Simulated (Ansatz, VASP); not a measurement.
BaTe: VASP beside Ansatz

The input INCAR:

```
ALGO = Normal
EDIFF = 1E-7
ENCUT = 520
GGA = PE
ISIF = 2
ISMEAR = 0
LASPH = T
LCHARG = T
LELF = T
LREAL = F
LVHAR = T
LWAVE = F
NBANDS = 15
NELM = 60
PREC = Accurate
SIGMA = 0.01
```

KPOINTS

```
k-points
0
Gamma
  6 6 6
```

Contents of POSCAR:

```
BaTe
1.0
    4.1581649023      0.0000000000      0.0000000000
    0.0000000000      4.1581649023      0.0000000000
    0.0000000000      0.0000000000      4.1581649023
Ba Te
1 1
Direct
    0.0000000000      0.0000000000      0.0000000000
    0.5000000000      0.5000000000      0.5000000000
```

Input for Ansatz:

```yaml
crystal:
  lattice:
    - [4.1581649023, 0.0, 0.0]
    - [0.0, 4.1581649023, 0.0]
    - [0.0, 0.0, 4.1581649023]
  atoms:
    - { symbol: Ba, position: [0.0, 0.0, 0.0] }
    - { symbol: Te, position: [0.5, 0.5, 0.5] }
kpoints:
  mp_grid: { grid: [6, 6, 6] }
hamiltonian:
  xc: pbe
scf:
  occupations: { method: fixed }
  n_extra_bands: 4
output:
  forces: true
  stress: true
  eigenvalues: true
```

Alike in both runs: task single point; functional PBE; k mesh 6 × 6 × 6; no spin polarisation.

|  | VASP | Ansatz |
| --- | --- | --- |
| version | VASP 6.6.1 | Ansatz 0.2.0 |
| potentials or method | VASP PAW PBE potentials, release 64 (Ba_sv, Te) | plane waves, PAW |
| plane-wave cutoff (eV) | 520 | 420 |
| occupations | gaussian, width 0.01 eV | fixed |
| valence electrons in the cell | 16 | 26 |

Ansatz gave:

* gap on the k mesh at the Fermi level (eV): 0.72
* pressure (GPa): 2.3

Question: What did VASP give for the same quantities?

Answer: gap on the k mesh at the Fermi level (eV): 0.60; pressure (GPa): 2.9.

VASP's potentials hold 16 valence electrons a cell and Ansatz's 26, so a difference there can come from the potentials and not from the codes.

Spin-orbit coupling is off throughout.
